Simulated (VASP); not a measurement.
A run of VASP 6.6.1 is set up as follows.

Contents of INCAR:

```
SYSTEM = Si
  ALGO = Normal
  EDIFF = 1E-6
  ENCUT = 500
  GGA = PE
  GGA_COMPAT = .False.
  ISIF = 2
  ISMEAR = 0
  LASPH = .True.
  LCHARG = .False.
  LREAL = .False.
  LWAVE = .False.
  NBANDS = 26
  NELM = 120
  PREC = Accurate
  SIGMA = 0.01
```

The input KPOINTS:

```
k-points
0
Gamma
  1 1 1
  0 0 0
```

POSCAR

```
Si
1.0
    5.4310000000      0.0000000000      0.0000000000
    0.0000000000      5.4310000000      0.0000000000
    0.0000000000      0.0000000000      5.4310000000
Si
8
Direct
    0.0098580000     -0.0000180000      0.0001080000
    0.0000820000      0.4900930000      0.4999730000
    0.5001200000      0.0000130000      0.5148320000
    0.4999820000      0.4998190000      0.0001730000
    0.2501790000      0.2599340000      0.2499240000
    0.2501070000      0.7498820000      0.7398710000
    0.7598750000      0.2499390000      0.7500510000
    0.7501850000      0.7498840000      0.2501820000
```

Potentials or basis: VASP PAW PBE potentials, release 64 (Si).

The run is started by

```console
$ cat potpaw_PBE.64/Si/POTCAR > POTCAR
$ mpirun -np 1 vasp_gam > vasp.out
```

Problem. Estimate the largest force.

Solution. 1.191 eV/Å.

Problem. Estimate the band gap on the k mesh.

Solution. 0.27 eV.

Stress tensor (GPa, compression positive):
```
10.93  1.48 -1.05
 1.48 10.62 -0.07
-1.05 -0.07 10.81
```

Caveat: the k points lie up to 1.16 Å⁻¹ apart; forces of over 1 eV/Å act on the atoms, so gaps and moduli don't describe the material at rest. A k mesh can miss the band edges.
